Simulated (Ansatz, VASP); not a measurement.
## Two plane-wave programs on Rb2N3Cl

```
Rb N Cl
1.0
     5.10611    0.00000    0.00000
    -2.55306    4.42202    0.00000
     0.00000    0.00000    5.01334
Rb N Cl
2 3 1
Direct
  0.66667 0.33333 0.52833
  0.33333 0.66667 0.52833
  0.00000 0.50000 0.02833
  0.50000 0.00000 0.02833
  0.50000 0.50000 0.02833
  0.00000 0.00000 0.02833
```

Change from the starting cell: species swapped into the NaSn2Pd3 type (P6mm, No. 183).

Alike in both runs: functional PBE; k mesh 9 × 9 × 8; occupations gaussian, width 0.1 eV; no spin polarisation.

Ansatz relaxed the structure, and its values are those at the end. VASP's run is a single point on that final structure, the one shown.

|  | VASP | Ansatz |
| --- | --- | --- |
| version | VASP 6.6.1 | Ansatz 0.2.0 |
| potentials or method | VASP PAW PBE potentials, release 64 (Rb_sv, N, Cl), cutoff 520 eV | scalar-relativistic, plane waves, PAW |
| valence electrons in the cell | 40 | 40 |

VASP gave:

* gap on the k mesh at the Fermi level (eV): none
* pressure (GPa): 0.2

Estimate Ansatz's values.

gap on the k mesh at the Fermi level (eV): none; pressure (GPa): 0.0.

A gap of «none» marks a metal or a gap that the smearing closes. Ansatz's warnings: structure snapped to symmetry.
